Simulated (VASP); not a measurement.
# AlIn (P6/mmm) in VASP: further runs, part 2 of 2

VASP 6.6.1.

## Step 3: Single point, PBE

This run uses another cell than the first one, of 23.54 Å³/atom.

The input, INCAR:

```
ALGO = Normal ; EDIFF = 1E-6
ENCUT = 520 ; GGA = PE
ISIF = 2 ; ISMEAR = 0
LASPH = T ; LCHARG = T
LELF = T ; LREAL = F
LVHAR = T ; LWAVE = F
NBANDS = 15 ; NELM = 60
PREC = Accurate ; SIGMA = 0.1
```

The input, KPOINTS:

```
k-points
0
Gamma
  6 6 4
```

The input, POSCAR:

```
AlIn
1.0
    3.0951446700     -0.0000000028      0.0000000000
   -1.5475723326      2.6804739140      0.0000000000
    0.0000000000      0.0000000000      5.6747838366
Al In
1 1
Direct
    0.0000000000      0.0000000000      0.0000000000
    0.0000000000      0.0000000000      0.5000000000
```

Potentials or basis: VASP PAW PBE potentials, release 64 (Al, In_d).

Command:

```sh
$ cat potpaw_PBE.64/Al/POTCAR potpaw_PBE.64/In_d/POTCAR > POTCAR
$ mpirun -np 1 vasp_std > vasp.out
```

OUTCAR:

```text
EDIFF = 1E-6
   ENCUT = 520
   GGA = PE
   ISIF = 2
   ISMEAR = 0
   LASPH = T
   LREAL = F
   NELM = 60
   PREC = Accurate

 ion  position               nearest neighbor table
   1  0.000  0.000  0.000-   2 2.84   2 2.84
   2  0.000  0.000  0.500-   1 2.84   1 2.84

  LATTYP: Found a hexagonal cell.
 ALAT       =     3.0951446700
 C/A-ratio  =     1.8334470410

  Lattice vectors:

 A1 = (   3.0951446700,  -0.0000000028,   0.0000000000)
 A2 = (  -1.5475723326,   2.6804739140,   0.0000000000)
 A3 = (   0.0000000000,   0.0000000000,   5.6747838366)

Analysis of symmetry for initial positions (statically):
=====================================================================
 Subroutine PRICEL returns:
 Original cell was already a primitive cell.

 Routine SETGRP: Setting up the symmetry group for a
 hexagonal supercell.

 Subroutine GETGRP returns: Found 24 space group operations
 (whereof 24 operations were pure point group operations)
 out of a pool of 24 trial point group operations.

The static configuration has the point symmetry D_6h.

Analysis of symmetry for dynamics (positions and initial velocities):
=====================================================================
 Subroutine PRICEL returns:
 Original cell was already a primitive cell.

 Routine SETGRP: Setting up the symmetry group for a
 hexagonal supercell.

 Subroutine GETGRP returns: Found 24 space group operations
 (whereof 24 operations were pure point group operations)
 out of a pool of 24 trial point group operations.

The dynamic configuration has the point symmetry D_6h.

 Subroutine INISYM returns: Found 24 space group operations
 (whereof 24 operations are pure point group operations),
 and found     1 'primitive' translations

----------------------------------------------------------------------------------------

[... 115 lines left out ...]
   AEXX    =    0.0000 exact exchange contribution
   IVDW    =     0    specifies the selected vdW correction
   LEPSILON=     F    determine dielectric tensor
   LRPA    =     F    only Hartree local field effects (RPA)
 non-spin polarized calculation
 Gauss-broadening in eV      SIGMA  =   0.10
  energy-cutoff  :      520.00
  volume of cell :       47.08
 maximum number of plane-waves:      1284
 NGX is ok and might be reduce to    24
   NGX = 11   NGY = 11   NGZ = 21

 number of electron      16.0000006 magnetization

 Free energy of the ion-electron system (eV)
  ---------------------------------------------------
  ext. energy  EPLUGINS =         0.00000000
  ---------------------------------------------------
  free energy    TOTEN  =        -5.80380586 eV

  energy without entropy =       -5.79665616  energy(sigma->0) =       -5.80023101

 E-fermi :   6.4381     XC(G=0):  -9.8291

 val. band max:        6.3782190563   @ k =   0.3333   0.1667   0.0000
 cond. band min:       6.4954429164   @ k =   0.1667   0.1667   0.2500
 fundamental gap:      0.1172238601
 Fermi energy:         6.4380809017

 k-point     1 :       0.0000    0.0000    0.0000
  band No.  band energies     occupation
      1      -8.2833      2.00000
      2      -8.1103      2.00000
      3      -8.1103      2.00000
      4      -7.7785      2.00000
      5      -7.7785      2.00000
      6      -2.9929      2.00000
      7       1.4216      2.00000
      8       2.7182      2.00000
      9      15.0095      0.00000
     10      16.0963      0.00000
     11      16.0963      0.00000
     12      16.3501      0.00000
     13      18.1445      0.00000
     14      18.1445      0.00000
[... 347 lines left out ...]
      2      -8.0002      2.00000
      3      -7.9356      2.00000
      4      -7.9356      2.00000
      5      -7.8944      2.00000
      6       4.3241      2.00000
      7       4.6246      2.00000
      8       5.9847      2.00000
      9       5.9847      2.00000
     10       6.2317      1.99648
     11       6.2317      1.99648
     12      13.8216      0.00000
     13      14.0586      0.00000
     14      15.1440      0.00000
     15      15.1440      0.00000

------------------------ aborting loop because EDIFF is reached ----------------------------------------

  FORCE on cell =-STRESS in cart. coord.  units (eV):
  Direction    XX          YY          ZZ          XY          YZ          ZX
  --------------------------------------------------------------------------------------
  -------------------------------------------------------------------------------------
  Total       -0.0238408     -0.0238408      0.0811196      0.0000000      0.0000000      0.0000000
  in kB       -0.8113148     -0.8113148      2.7605434      0.0000000      0.0000000      0.0000000
  external PRESSURE =       0.3793046 kB  Pullay stress =       0.0000000 kB

 VOLUME and BASIS-vectors are now :
 -----------------------------------------------------------------------------
  energy-cutoff  :      520.00
  volume of cell :       47.08
      direct lattice vectors                 reciprocal lattice vectors
     3.095144670 -0.000000003  0.000000000     0.323086675  0.186534178  0.000000000
    -1.547572333  2.680473914  0.000000000     0.000000000  0.373068358  0.000000000
     0.000000000  0.000000000  5.674783837     0.000000000  0.000000000  0.176218166

 POSITION                                       TOTAL-FORCE (eV/Angst)
 -----------------------------------------------------------------------------------
      0.00000      0.00000      0.00000        -0.000000      0.000000      0.000000
      0.00000      0.00000      2.83739         0.000000      0.000000      0.000000
 -----------------------------------------------------------------------------------
    total drift:                                0.000000      0.000000      0.000000

  FREE ENERGIE OF THE ION-ELECTRON SYSTEM (eV)
  ---------------------------------------------------
  free  energy   TOTEN  =        -5.8038058643 eV

  energy  without entropy=       -5.7966561627  energy(sigma->0) =       -5.80023101
```

OSZICAR:

```text
N       E                     dE             d eps       ncg     rms          rms(c)
DAV:   1     0.900425325026E+02    0.90043E+02   -0.72572E+03   637   0.117E+03
DAV:   2    -0.117344266346E+01   -0.91216E+02   -0.87033E+02   679   0.286E+02
DAV:   3    -0.573524537620E+01   -0.45618E+01   -0.45264E+01   861   0.608E+01
DAV:   4    -0.585997147672E+01   -0.12473E+00   -0.12468E+00   817   0.102E+01
DAV:   5    -0.586635559491E+01   -0.63841E-02   -0.63837E-02   913   0.204E+00    0.328E+00
DAV:   6    -0.581422369206E+01    0.52132E-01   -0.79629E-02   812   0.508E+00    0.167E+00
DAV:   7    -0.580485668957E+01    0.93670E-02   -0.22877E-02   855   0.205E+00    0.340E-01
DAV:   8    -0.580394974512E+01    0.90694E-03   -0.12510E-03   812   0.417E-01    0.160E-01
DAV:   9    -0.580380480165E+01    0.14494E-03   -0.29193E-04   714   0.146E-01    0.325E-02
DAV:  10    -0.580380531957E+01   -0.51792E-06   -0.12467E-05   896   0.317E-02    0.139E-02
DAV:  11    -0.580380586428E+01   -0.54471E-06   -0.10871E-06   511   0.145E-02
   1 F= -.58038059E+01 E0= -.58002310E+01  d E =-.714970E-02
```

It took 5.1 s on 1 thread of Intel Xeon 6975P-C (Granite Rapids), shared host; peak memory 0.16 GiB.

What came out:

```
Free energy            : -5.8038 eV
Pressure               : 0.0 GPa
Band gap on the k mesh : zero (bands 8 and 9 overlap by 4.51 eV)
```

Levels at points of the mesh, in eV from the Fermi level:
| k point | band 6 | band 7 | band 8 | band 9 | band 10 | band 11 |
| --- | --- | --- | --- | --- | --- | --- |
| (0.00, 0.00, 0.00) | -9.43 | -5.02 | -3.72 | 8.57 | 9.66 | 9.66 |
| (0.50, 0.00, 0.00) | -4.29 | -3.42 | -0.11 | 0.15 | 0.45 | 3.66 |
| (0.00, 0.00, 0.50) | -8.60 | -7.72 | 1.36 | 1.95 | 10.40 | 10.40 |
| (0.50, 0.00, 0.50) | -3.25 | -3.12 | -2.45 | -2.04 | 5.58 | 6.23 |

Caveat: the k points lie up to 0.39 Å⁻¹ apart, too coarse for converged energies and pressures of a metal; spin-orbit coupling is left out, which moves the levels of the heavy elements.

## Step 4: Relaxation of cell and atoms, PBE

The input, INCAR:

```
SYSTEM = AlIn
  ALGO = Fast
  EDIFF = 1E-6
  EDIFFG = -0.04
  ENCUT = 600
  GGA = PE
  IBRION = 2
  ISIF = 3
  ISMEAR = 0
  LASPH = .True.
  LCHARG = .False.
  LREAL = .False.
  LWAVE = .False.
  NELM = 80
  NSW = 90
  PREC = Accurate
  SIGMA = 0.1
```

The input, KPOINTS:

```
k-points
0
Gamma
  6 6 4
  0 0 0
```

The input, POSCAR:

```
AlIn
1.0
    3.1991470700      0.0000000000      0.0000000000
   -1.5995735300      2.7705426300      0.0000000000
    0.0000000000      0.0000000000      4.5082855200
Al In
1 1
Direct
    0.0000000000      0.0000000000      0.0000000000
    0.0000000000      0.0000000000      0.5000000000
```

Command:

```sh
$ cat potpaw_PBE.64/Al/POTCAR potpaw_PBE.64/In_d/POTCAR > POTCAR
$ mpirun -np 1 vasp_std > vasp.out
```

Run time: 56 s. Hardware: 1 thread of Intel Xeon 6975P-C (Granite Rapids), shared host; peak memory 0.18 GiB.

Results (log left out):

* Free energy: -5.8022 eV
* Relaxed volume: 23.57 Å³/atom
* Relaxed cell: a = 3.094 Å, b = 3.094 Å, c = 5.685 Å, α = 90.00°, β = 90.00°, γ = 120.00°
* Space group after relaxing (to 0.1 Å): P6/mmm (No. 191)
* Energy gained by relaxing: 895.1 meV/atom
* Ionic steps: 10
* Pressure after relaxing: 0.0 GPa
* Band gap on the k mesh: zero (bands 8 and 9 overlap by 4.50 eV)

Stress tensor (GPa, compression positive):
```
-0.10  0.00  0.00
 0.00 -0.10  0.00
 0.00  0.00  0.14
```

Step by step:
```csv
step,energy change (eV),largest force (eV/Å),pressure (GPa),volume (Å³)
1,0.0000,0.0000,29.38,39.96
2,-1.3523,0.0000,-5.38,61.39
3,-1.7482,0.0000,-2.16,50.12
4,-1.7470,0.0000,-2.69,50.58
5,-1.7482,0.0000,-2.38,50.32
6,-1.7845,0.0000,-1.06,48.12
7,-1.7893,0.0000,0.48,46.58
8,-1.7900,0.0000,0.24,46.93
9,-1.7900,0.0000,0.13,47.02
10,-1.7902,0.0000,-0.02,47.13
```

Final structure:
```yaml
crystal:
  lattice:
    - [3.09390, 0.00000, 0.00000]
    - [-1.54695, 2.67940, 0.00000]
    - [0.00000, 0.00000, 5.68538]
  atoms:
    - { symbol: Al, position: [0.00000, 0.00000, 0.00000] }
    - { symbol: In, position: [0.00000, 0.00000, 0.50000] }
```

Levels at points of the mesh, in eV from the Fermi level:
```tsv
k point	band 4	band 5	band 6	band 7	band 8	band 9	band 10	band 11	band 12
(0.00, 0.00, 0.00)	-14.21	-14.21	-9.42	-5.03	-3.72	8.52	9.69	9.69	9.88
(0.50, 0.00, 0.00)	-14.27	-14.03	-4.27	-3.41	-0.12	0.16	0.44	3.66	5.63
(0.00, 0.00, 0.50)	-14.21	-14.21	-8.59	-7.72	1.34	1.93	10.42	10.42	11.69
(0.50, 0.00, 0.50)	-14.27	-14.03	-3.23	-3.10	-2.44	-2.04	5.57	6.62	7.01
```

Caveat: the k points lie up to 0.39 Å⁻¹ apart in the final cell, too coarse for converged energies and pressures of a metal; the volume moved by over 15 % at a fixed basis, so the end points are rough; spin-orbit coupling is left out, which moves the levels of the heavy elements.

## Step 5: Single point, PBE

This run uses another cell than the first one, of 23.54 Å³/atom.

The input, INCAR:

```
PREC = Accurate
ENCUT = 520
EDIFF = 1E-6
ISMEAR = 0
SIGMA = 0.1
LREAL = F
LASPH = T
NELM = 60
ALGO = Fast
ISIF = 2
LWAVE = F
LCHARG = F
GGA = PE
NBANDS = 15
```

The input, KPOINTS:

```
regular mesh
0
Gamma
  24 24 10
```

The input, POSCAR:

```
AlIn
1.0
    3.0541318048      0.0000000000      0.0000000000
   -1.5270659024      2.6449557295      0.0000000000
    0.0000000000      0.0000000000      5.8280202486
Al In
1 1
Direct
    0.0000000000      0.0000000000      0.0000000000
    0.0000000000      0.0000000000      0.5000000000
```

Command:

```sh
$ cat potpaw_PBE.64/Al/POTCAR potpaw_PBE.64/In_d/POTCAR > POTCAR
$ mpirun -np 1 vasp_std > vasp.out
```

Run time: 75 s. Hardware: 1 thread of Intel Xeon 6975P-C (Granite Rapids), shared host; peak memory 0.37 GiB.

It converged, with:

```
Free energy            : -5.7981 eV
Pressure               : 0.0 GPa
Band gap on the k mesh : zero (bands 8 and 9 overlap by 4.39 eV)
```

Levels at points of the mesh, in eV from the Fermi level:
| k point | band 5 | band 6 | band 7 | band 8 | band 9 | band 10 | band 11 | band 12 |
| --- | --- | --- | --- | --- | --- | --- | --- | --- |
| (0.00, 0.00, 0.00) | -14.36 | -9.59 | -5.54 | -3.92 | 7.51 | 9.25 | 10.12 | 10.12 |
| (0.50, 0.00, 0.00) | -14.18 | -4.19 | -3.52 | -0.54 | 0.13 | 0.18 | 3.48 | 5.87 |
| (0.00, 0.00, 0.50) | -14.36 | -8.84 | -7.91 | 0.74 | 1.30 | 10.75 | 10.75 | 11.92 |
| (0.50, 0.00, 0.50) | -14.18 | -3.20 | -3.07 | -2.65 | -2.21 | 5.25 | 5.76 | 6.41 |

Caveat: spin-orbit coupling is left out, which moves the levels of the heavy elements.

## Step 6: Relaxation of cell and atoms, PBE

This run uses another cell than the first one, of 23.54 Å³/atom.

The input, INCAR:

```
PREC = Accurate ; ENCUT = 600
EDIFF = 1E-6 ; ISMEAR = 0
SIGMA = 0.1 ; LREAL = False
LASPH = True ; NELM = 60
ALGO = Fast ; ISIF = 3
LWAVE = False ; LCHARG = False
GGA = PE ; IBRION = 2
NSW = 100 ; EDIFFG = -0.01
```

KPOINTS is that of step 5.

The input, POSCAR:

```
AlIn
1.0
    3.0951446700      0.0000000000      0.0000000000
   -1.5475723350      2.6804739127      0.0000000000
    0.0000000000      0.0000000000      5.6747838366
Al In
1 1
Direct
    0.0000000000      0.0000000000      0.0000000000
    0.0000000000      0.0000000000      0.5000000000
```

Potentials or basis: VASP PAW PBE potentials, release 64 (Al, In_d).

Command:

```sh
$ cat potpaw_PBE.64/Al/POTCAR potpaw_PBE.64/In_d/POTCAR > POTCAR
$ mpirun -np 1 vasp_std > vasp.out
```

Wall time 9.8 min (1 thread of Intel Xeon 6975P-C (Granite Rapids), shared host); peak memory 0.43 GiB.

It converged, with:

| Item | Value |
| --- | --- |
| Free energy | -5.7981 eV |
| Relaxed volume | 23.54 Å³/atom |
| Relaxed cell | a = 3.054 Å, b = 3.054 Å, c = 5.829 Å, α = 90.00°, β = 90.00°, γ = 120.00° |
| Space group after relaxing (to 0.1 Å) | P6/mmm (No. 191) |
| Energy gained by relaxing | 4.9 meV/atom |
| Ionic steps | 11 |
| Pressure after relaxing | 0.0 GPa |
| Band gap on the k mesh | zero (bands 8 and 9 overlap by 4.39 eV) |

The path:
```
step  energy change (eV)  largest force (eV/Å)  pressure (GPa)  volume (Å³)
   1              0.0000                0.0000            0.32        47.08
   2             -0.0077                0.0000           -0.22        47.39
   3             -0.0088                0.0000           -0.39        47.51
   4             -0.0082                0.0000           -0.59        47.74
   5             -0.0090                0.0000           -0.50        47.59
   6             -0.0098                0.0000           -0.11        47.05
   7             -0.0098                0.0000            0.25        46.95
   8             -0.0098                0.0000            0.04        47.03
   9             -0.0098                0.0000            0.06        47.04
  10             -0.0098                0.0000           -0.04        47.10
  11             -0.0098                0.0000            0.00        47.09
```

Final structure:
```
Al In
1.0
     3.05421    0.00000    0.00000
    -1.52711    2.64503    0.00000
     0.00000    0.00000    5.82895
Al In
1 1
Direct
  0.00000 0.00000 0.00000
  0.00000 0.00000 0.50000
```

Levels at points of the mesh, in eV from the Fermi level:
```csv
k point,band 4,band 5,band 6,band 7,band 8,band 9,band 10,band 11,band 12
"(0.00, 0.00, 0.00)",-14.36,-14.36,-9.59,-5.55,-3.92,7.51,9.25,10.12,10.12
"(0.50, 0.00, 0.00)",-14.41,-14.18,-4.19,-3.52,-0.54,0.13,0.18,3.48,5.87
"(0.00, 0.00, 0.50)",-14.36,-14.36,-8.84,-7.90,0.74,1.29,10.75,10.75,11.92
"(0.50, 0.00, 0.50)",-14.40,-14.18,-3.20,-3.07,-2.65,-2.21,5.25,5.75,6.41
```

Caveat: spin-orbit coupling is left out, which moves the levels of the heavy elements.

## Step 7: The runs side by side

| task | cell | k mesh | cutoff (eV) | gap on the mesh (eV) | pressure (GPa) | relaxed volume (Å³/atom) |
| --- | --- | --- | --- | --- | --- | --- |
| single point | a = 3.199, b = 3.199, c = 4.508 Å, angles 90.0, 90.0, 120.0°, 2 atoms | 6 × 6 × 4 | 520 | none | 29.4 | - |
| single point | a = 3.095, b = 3.095, c = 5.675 Å, angles 90.0, 90.0, 120.0°, 2 atoms | 6 × 6 × 4 | 520 | none | 0.0 | - |
| relaxation of cell and atoms | relaxed from a = 3.199, b = 3.199, c = 4.508 Å, angles 90.0, 90.0, 120.0°, 2 atoms | 6 × 6 × 4 | 600 | none | 0.0 | 23.57 |
| single point | a = 3.054, b = 3.054, c = 5.828 Å, angles 90.0, 90.0, 120.0°, 2 atoms | 24 × 24 × 10 | 520 | none | 0.0 | - |
| relaxation of cell and atoms | relaxed from a = 3.095, b = 3.095, c = 5.675 Å, angles 90.0, 90.0, 120.0°, 2 atoms | 24 × 24 × 10 | 600 | none | 0.0 | 23.54 |

Alike in all rows: level PBE; potentials or basis VASP PAW PBE potentials, release 64 (Al, In_d); no spin polarisation; smearing gaussian 0.1 eV.

Caveats: some runs use coarse meshes; spin-orbit coupling is left out, which moves the levels of the heavy elements; the volume moved by over 15 % at a fixed basis, so the end points are rough (at least some runs).

Total energies depend on the potentials used, so only differences within one code and one set of settings carry meaning.

The gap in the log of VASP goes by the Fermi energy; the results here count the filled bands.